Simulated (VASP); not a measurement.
# C (a cell with a defect) in VASP: single point with PBE

Aim: the single point of C (a cell with a defect) with PBE.

Program: VASP 6.6.1. These are calculated values, not measurements. Logs are shortened: lines on timing, memory, paths and dates and some standing lists are left out, and cuts for length are marked.

## (1) The cell of the first run

The cell holds a defect, 63 atoms: a = 7.140 Å, b = 7.140 Å, c = 7.140 Å, α = 90.00°, β = 90.00°, γ = 90.00°.

## (2) Single point, PBE

The input, INCAR:

```
PREC = Accurate
ENCUT = 520
EDIFF = 1E-6
ISMEAR = 0
SIGMA = 0.05
LREAL = Auto
LASPH = T
NELM = 60
ALGO = Normal
ISIF = 2
LWAVE = F
LCHARG = F
GGA = PE
NBANDS = 163
```

The input, KPOINTS:

```
regular mesh
0
Gamma
  2 2 2
```

The input, POSCAR:

```
C
1.0
    7.1400000000      0.0000000000      0.0000000000
    0.0000000000      7.1400000000      0.0000000000
    0.0000000000      0.0000000000      7.1400000000
C
63
Direct
    0.4976787115     -0.0016105042     -0.0005204482
    0.6214060224      0.1249603641      0.1231340336
    0.7495327731      0.2506165266     -0.0014298319
    0.8744584034      0.3814998599      0.1211673669
    0.7376560224      0.0049582633      0.2537714286
   -0.0033764706      0.0023760504      0.0039698880
    0.1154848739      0.1268049020      0.1337871148
    0.2457542017      0.2503324930      0.0033610644
    0.3733393557      0.3753677871      0.1240487395
    0.4997500000      0.4994722689     -0.0018046218
    0.6233176471      0.6270948179      0.1233522409
    0.7483768908      0.7510236695      0.0005175070
    0.8727745098      0.8811266106      0.1313428571
    0.2463294118      0.0016323529      0.2528791317
    0.3740676471      0.1257221289      0.3753145658
    0.4987628852      0.2493675070      0.2454369748
    0.6372071429      0.3653154062      0.3602334734
    0.7495809524      0.5039435574      0.2435736695
    0.8744816527      0.6265152661      0.3744684874
    0.4987288515     -0.0009654062      0.5015383754
    0.6163885154      0.1107521008      0.6330672269
    0.8118162465      0.2136392157      0.4114621849
    0.8864806723      0.3715068627      0.6202358543
    0.7489747899     -0.0007053221      0.7496938375
    0.8735754902      0.1256977591      0.8749644258
    0.0007682073      0.5017619048     -0.0020344538
    0.1243231092      0.6269169468      0.1255606443
    0.2491942577      0.7504162465      0.0008547619
    0.3723235294      0.8757813725      0.1265365546
   -0.0132004202      0.2647915966      0.2599065826
    0.1252725490      0.3795673669      0.3757572829
    0.2507553221      0.5010121849      0.2497091036
    0.3783754902      0.6217070028      0.3747556022
    0.4986324930      0.7498931373      0.2501718487
    0.6227389356      0.8763514006      0.3767722689
    0.0079004202     -0.0082191877      0.5143352941
    0.1253210084      0.1236056022      0.6259435574
    0.2499453782      0.2497417367      0.4993386555
    0.3777071429      0.3721760504      0.6234442577
    0.5086058824      0.4913343137      0.4982288515
    0.6274533613      0.6211715686      0.6226803922
    0.7504329132      0.7500879552      0.4993962185
    0.8750256303      0.8753463585      0.6257560224
    0.2505880952     -0.0019556022      0.7532154062
    0.3719865546      0.1232098039      0.8779198880
    0.5013906162      0.2471700280      0.7483242297
    0.6254176471      0.3731726891      0.8724614846
    0.7513516807      0.4937959384      0.7440005602
    0.8757610644      0.6245971989      0.8741173669
   -0.0013406162      0.7526640056      0.2518661064
    0.1227379552      0.8767424370      0.3778404762
    0.0026302521      0.5019155462      0.5001677871
    0.1264016807      0.6255507003      0.6267439776
    0.2521866947      0.7471191877      0.5018740896
    0.3735592437      0.8718848739      0.6270380952
    0.0013037815      0.2483710084      0.7486551821
    0.1254505602      0.3749540616      0.8751359944
    0.2517058824      0.4985208683      0.7492910364
    0.3748308123      0.6242253501      0.8746535014
    0.5010138655      0.7469834734      0.7491763305
    0.6237943978      0.8727756303      0.8758568627
    0.0002964986      0.7491341737      0.7523802521
    0.1230647059      0.8758656863      0.8781561625
```

Potentials or basis: VASP PAW PBE potentials, release 64 (C).

Command:

```sh
> cat potpaw_PBE.64/C/POTCAR > POTCAR
> mpirun -np 1 vasp_std > vasp.out
```

OUTCAR:

```text
PREC = Accurate
   ENCUT = 520
   EDIFF = 1E-6
   ISMEAR = 0
   LREAL = Auto
   LASPH = T
   NELM = 60
   ISIF = 2
   GGA = PE

 ion  position               nearest neighbor table
   1  0.498  0.998  0.999-  45 1.53   2 1.54  29 1.55  61 1.55
   2  0.621  0.125  0.123-   5 1.51  16 1.52   1 1.54   3 1.56
   3  0.750  0.251  0.999-  25 1.54  47 1.54   2 1.56   4 1.56
   4  0.874  0.381  0.121-  30 1.52  18 1.52  26 1.52   3 1.56
   5  0.738  0.005  0.254-  35 1.51   2 1.51  13 1.57  22 1.94
   6  0.997  0.002  0.004-  13 1.54   7 1.54  25 1.55  63 1.56
[... 12 lines left out ...]
  19  0.874  0.627  0.374-  42 1.54  50 1.54  52 1.56  18 1.56
  20  0.499  0.999  0.502-  21 1.49  35 1.53  15 1.56  55 1.56
  21  0.616  0.111  0.633-  24 1.49  20 1.49  46 1.52
  22  0.812  0.214  0.411-  17 1.69  30 1.69   5 1.94  23 1.94
  23  0.886  0.372  0.620-  56 1.51  52 1.51  48 1.57  22 1.94
  24  0.749  0.999  0.750-  21 1.49  43 1.54  25 1.55  61 1.56
  25  0.874  0.126  0.875-   3 1.54   6 1.55  24 1.55  56 1.55
  26  0.001  0.502  0.998-   4 1.52  49 1.53  57 1.54  27 1.55
  27  0.124  0.627  0.126-  28 1.54  26 1.55  32 1.55  50 1.56
  28  0.249  0.750  0.001-  27 1.54  29 1.54  63 1.54  59 1.56
  29  0.372  0.876  0.127-  28 1.54   1 1.55  34 1.55  14 1.56
  30  0.987  0.265  0.260-   4 1.52  31 1.53   7 1.62  22 1.69
  31  0.125  0.380  0.376-  52 1.52  30 1.53  32 1.54  38 1.56
  32  0.251  0.501  0.250-  31 1.54  33 1.54   9 1.54  27 1.55
  33  0.378  0.622  0.375-  34 1.54  32 1.54  54 1.56  40 1.58
  34  0.499  0.750  0.250-  33 1.54  11 1.54  29 1.55  35 1.55
  35  0.623  0.876  0.377-   5 1.51  20 1.53  42 1.55  34 1.55
  36  0.008  0.992  0.514-  37 1.49  43 1.49  51 1.52
  37  0.125  0.124  0.626-  36 1.49  56 1.53  38 1.56  44 1.56
  38  0.250  0.250  0.499-  15 1.53  39 1.54  37 1.56  31 1.56
  39  0.378  0.372  0.623-  46 1.54  38 1.54  40 1.55  58 1.56
  40  0.509  0.491  0.498-  41 1.54  39 1.55  33 1.58  17 1.62
  41  0.627  0.621  0.623-  48 1.54  40 1.54  42 1.55  60 1.56
  42  0.750  0.750  0.499-  19 1.54  41 1.55  43 1.55  35 1.55
[... 19 lines left out ...]
  62  0.000  0.749  0.752-  49 1.53  63 1.55  53 1.55  43 1.56
  63  0.123  0.876  0.878-  28 1.54  44 1.54  62 1.55   6 1.56

  LATTYP: Found a simple cubic cell.
 ALAT       =     7.1400000000

  Lattice vectors:

 A1 = (   7.1400000000,   0.0000000000,   0.0000000000)
 A2 = (   0.0000000000,   7.1400000000,   0.0000000000)
 A3 = (   0.0000000000,   0.0000000000,   7.1400000000)

Analysis of symmetry for initial positions (statically):
=====================================================================
 Subroutine PRICEL returns:
 Original cell was already a primitive cell.

 Routine SETGRP: Setting up the symmetry group for a
[... 233 lines left out ...]
   POTIM  = 0.5000    time-step for ionic-motion
   TEBEG  =    0.0;   TEEND  =   0.0 temperature during run
   PSTRESS=    0.0 pullay stress
   NELECT =     252.0000    total number of electrons
   NUPDOWN=      -1.0000    fix difference up-down
   EMIN   =  10.00;   EMAX   =-10.00  energy-range for DOS
   EFERMI =   0.00;   METHOD = LEGACY
   ISMEAR =     0;   SIGMA  =   0.05  broadening in eV -4-tet -1-fermi 0-gaus
   EFERMI_NEDOS =   21; number of points for ismear=-14 and -15
   IALGO  =     38    algorithm
   IMIX   =      4    mixing-type and parameters
     AMIX     =   0.40;   BMIX     =  1.00
     AMIX_MAG =   1.60;   BMIX_MAG =  1.00
  volume/ion in A,a.u.               =       5.78        38.99
  Fermi-wavevector in a.u.,A,eV,Ry     =   1.448250  2.736795 28.537232  2.097427
  Thomas-Fermi vector in A             =   2.566112
   LORBIT       =      0    0 simple, 1 ext, 2 COOP (PROOUT), +10 PAW based schemes
   GGA     = PE    functional components
   LHFCALC =     F    Hartree Fock is set to
   AEXX    =    0.0000 exact exchange contribution
   IVDW    =     0    specifies the selected vdW correction
   LEPSILON=     F    determine dielectric tensor
   LRPA    =     F    only Hartree local field effects (RPA)
 non-spin polarized calculation
 Gauss-broadening in eV      SIGMA  =   0.05
  energy-cutoff  :      520.00
  volume of cell :      363.99
 maximum number of plane-waves:      9808
 NGX is ok and might be reduce to    54
   NGX = 27   NGY = 27   NGZ = 27

 number of electron     251.9999998 magnetization

 Free energy of the ion-electron system (eV)
  ---------------------------------------------------
  ext. energy  EPLUGINS =         0.00000000
  ---------------------------------------------------
  free energy    TOTEN  =      -563.51200790 eV

  energy without entropy =     -563.50262963  energy(sigma->0) =     -563.50731877

 E-fermi :  10.5436     XC(G=0): -13.1668

 val. band max:       10.4883243764   @ k =   0.5000   0.5000   0.5000
 cond. band min:      10.5437859877   @ k =   0.0000   0.5000   0.0000
 fundamental gap:      0.0554616113
 Fermi energy:        10.5436494381

 k-point     1 :       0.0000    0.0000    0.0000
  band No.  band energies     occupation
      1     -11.8983      2.00000
      2      -9.8060      2.00000
      3      -9.7772      2.00000
      4      -9.6642      2.00000
      5      -9.6543      2.00000
      6      -9.4895      2.00000
[... 1117 lines left out ...]
    137      15.4872      0.00000
    138      15.5017      0.00000
 [bands above 138 left out]

------------------------ aborting loop because EDIFF is reached ----------------------------------------

  FORCE on cell =-STRESS in cart. coord.  units (eV):
  Direction    XX          YY          ZZ          XY          YZ          ZX
  --------------------------------------------------------------------------------------
  -------------------------------------------------------------------------------------
  Total       -2.3762840     -1.2300375     -1.3119521     10.3925396    -14.8551004     10.4876372
  in kB      -10.4595812     -5.4141999     -5.7747599     45.7443683    -65.3870190     46.1629553
  external PRESSURE =      -7.2161803 kB  Pullay stress =       0.0000000 kB

 VOLUME and BASIS-vectors are now :
 -----------------------------------------------------------------------------
  energy-cutoff  :      520.00
  volume of cell :      363.99
      direct lattice vectors                 reciprocal lattice vectors
     7.140000000  0.000000000  0.000000000     0.140056022  0.000000000  0.000000000
     0.000000000  7.140000000  0.000000000     0.000000000  0.140056022  0.000000000
     0.000000000  0.000000000  7.140000000     0.000000000  0.000000000  0.140056022

 POSITION                                       TOTAL-FORCE (eV/Angst)
 -----------------------------------------------------------------------------------
      3.55343      7.12850      7.13628         0.023000     -0.019289      0.002502
      4.43684      0.89222      0.87918         0.023481     -0.015730     -0.010373
      5.35166      1.78940      7.12979         0.017728     -0.016956      0.014376
      6.24363      2.72391      0.86513         0.010682     -0.020946     -0.001400
      5.26686      0.03540      1.81193         0.011843      0.017294     -0.015661
      7.11589      0.01696      0.02835        -0.022216      0.013115     -0.007230
[... 55 lines left out ...]
      0.00212      5.34882      5.37199        -0.001931      0.007111     -0.016526
      0.87868      6.25368      6.27004        -0.008909      0.012856     -0.014806
 -----------------------------------------------------------------------------------
    total drift:                                0.023719      0.012575      0.026164

  FREE ENERGIE OF THE ION-ELECTRON SYSTEM (eV)
  ---------------------------------------------------
  free  energy   TOTEN  =      -563.5120079029 eV

  energy  without entropy=     -563.5026296315  energy(sigma->0) =     -563.50731877
```

It took 13 min on 1 thread of Intel Xeon Platinum 8375C at 2.90GHz (Ice Lake), shared host; peak memory 0.56 GiB.

What came out:

```yaml
Free_energy: -563.5120 eV
Pressure: -0.7 GPa
Largest_force: 0.045 eV/Å
Band_gap_on_the_k_mesh: zero (bands 126 and 127 overlap by 0.41 eV)
```

Forces on the atoms (eV/Å):
```
C    0.023 -0.019  0.003
C    0.023 -0.016 -0.010
C    0.018 -0.017  0.014
C    0.011 -0.021 -0.001
C    0.012  0.017 -0.016
C   -0.022  0.013 -0.007
C   -0.020  0.018  0.003
C   -0.012  0.001  0.000
C   -0.006  0.020 -0.004
C   -0.012  0.012  0.012
C   -0.026  0.010 -0.010
C   -0.005  0.018 -0.004
C   -0.018  0.007 -0.002
C    0.004 -0.004  0.007
C    0.013 -0.007  0.015
C   -0.008 -0.001  0.027
C   -0.002 -0.013  0.029
C    0.007  0.002  0.025
C    0.001 -0.017  0.016
C   -0.022  0.019 -0.022
C   -0.009  0.038 -0.004
C   -0.006 -0.015  0.021
C   -0.040  0.007 -0.018
C    0.025  0.000  0.019
C    0.008 -0.010  0.011
C    0.020 -0.013  0.004
C    0.013 -0.020  0.001
C    0.015 -0.015 -0.006
C    0.018 -0.014  0.004
C    0.001 -0.022 -0.022
C    0.002 -0.007 -0.001
C    0.000  0.001 -0.019
C   -0.003 -0.001  0.005
C   -0.001  0.005 -0.016
C    0.003 -0.001 -0.010
C   -0.014  0.019 -0.029
C    0.020 -0.006 -0.002
C    0.006 -0.016  0.005
C    0.016 -0.008  0.000
C    0.008 -0.013 -0.011
C    0.008 -0.009  0.009
C    0.017 -0.008  0.002
C    0.011 -0.024 -0.001
C   -0.005  0.001 -0.022
C    0.001  0.013 -0.013
C   -0.002  0.007 -0.009
C   -0.007  0.013 -0.011
C    0.009  0.001 -0.003
C   -0.020 -0.004 -0.010
C    0.001 -0.004  0.009
C    0.008 -0.004  0.012
C   -0.021  0.026 -0.006
C   -0.023  0.014 -0.005
C   -0.017  0.018 -0.013
C   -0.012  0.023 -0.007
C    0.003 -0.014  0.021
C   -0.001  0.001  0.014
C    0.008 -0.006  0.010
C    0.005  0.005  0.024
C    0.010 -0.008  0.011
C   -0.002  0.004  0.014
C   -0.002  0.007 -0.017
C   -0.009  0.013 -0.015
```

Levels at points of the mesh, in eV from the Fermi level:
| k point | band 122 | band 123 | band 124 | band 125 | band 126 | band 127 | band 128 | band 129 | band 130 | band 131 |
| --- | --- | --- | --- | --- | --- | --- | --- | --- | --- | --- |
| (0.00, 0.00, 0.00) | -2.81 | -1.98 | -1.96 | -1.49 | 0.41 | 0.50 | 1.63 | 2.92 | 3.24 | 3.36 |
| (0.50, 0.00, 0.00) | -2.93 | -2.79 | -2.44 | -2.34 | -0.22 | 0.05 | 1.59 | 2.85 | 3.34 | 3.92 |
| (0.00, 0.50, 0.00) | -2.88 | -2.75 | -2.46 | -2.35 | -0.19 | 0.00 | 1.56 | 3.00 | 3.27 | 3.87 |
| (0.00, 0.00, 0.50) | -2.88 | -2.75 | -2.47 | -2.35 | -0.19 | 0.00 | 1.56 | 3.00 | 3.27 | 3.87 |
| (0.50, 0.50, 0.00) | -2.88 | -2.64 | -1.90 | -1.77 | -0.37 | 0.23 | 1.71 | 4.13 | 4.16 | 4.57 |
| (0.00, 0.50, 0.50) | -2.86 | -2.60 | -1.89 | -1.76 | -0.40 | 0.21 | 1.83 | 3.78 | 4.14 | 4.56 |
| (0.50, 0.00, 0.50) | -2.88 | -2.64 | -1.90 | -1.77 | -0.38 | 0.23 | 1.71 | 4.13 | 4.16 | 4.57 |
| (0.50, 0.50, 0.50) | -2.75 | -2.75 | -2.33 | -2.21 | -0.06 | 0.09 | 1.86 | 3.81 | 4.06 | 4.73 |

Caveat: the k points lie up to 0.44 Å⁻¹ apart.
